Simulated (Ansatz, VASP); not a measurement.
## SnO: VASP beside Ansatz

```
CELL_PARAMETERS angstrom
3.29985 0.00000 0.00000
0.00000 5.59761 0.00000
0.00000 0.00000 3.62974
ATOMIC_POSITIONS crystal
Sn 0.00000 0.24270 0.54210
Sn 0.50000 0.75730 0.04210
O 0.00000 0.87681 0.70790
O 0.50000 0.12319 0.20790
```

Alike in both runs: functional PBEsol; dispersion D3(BJ); k mesh 8 × 6 × 8; occupations gaussian, width 0.02 eV; no spin polarisation.

Ansatz relaxed the structure, and its values are those at the end. VASP's run is a single point on that final structure, the one shown.

|  | VASP | Ansatz |
| --- | --- | --- |
| version | VASP 6.6.1 | Ansatz 0.2.0 |
| potentials or method | VASP PAW PBE potentials, release 64 (Sn_d, O), cutoff 520 eV | scalar-relativistic, plane waves, PAW |
| valence electrons in the cell | 40 | 40 |

Ansatz gave:

```
gap on the k mesh at the Fermi level (eV) : 1.00
least direct gap on the mesh (eV)         : 1.64
pressure (GPa)                            : 0.0
rms of the force components (eV/Å)        : 0.001
```

**Question.** What did VASP give for the same quantities?

**Answer.** gap on the k mesh at the Fermi level (eV): 0.99; least direct gap on the mesh (eV): 1.62; pressure (GPa): 0.3; rms of the force components (eV/Å): 0.039.

VASP's potentials were made for PBE, not for PBEsol.
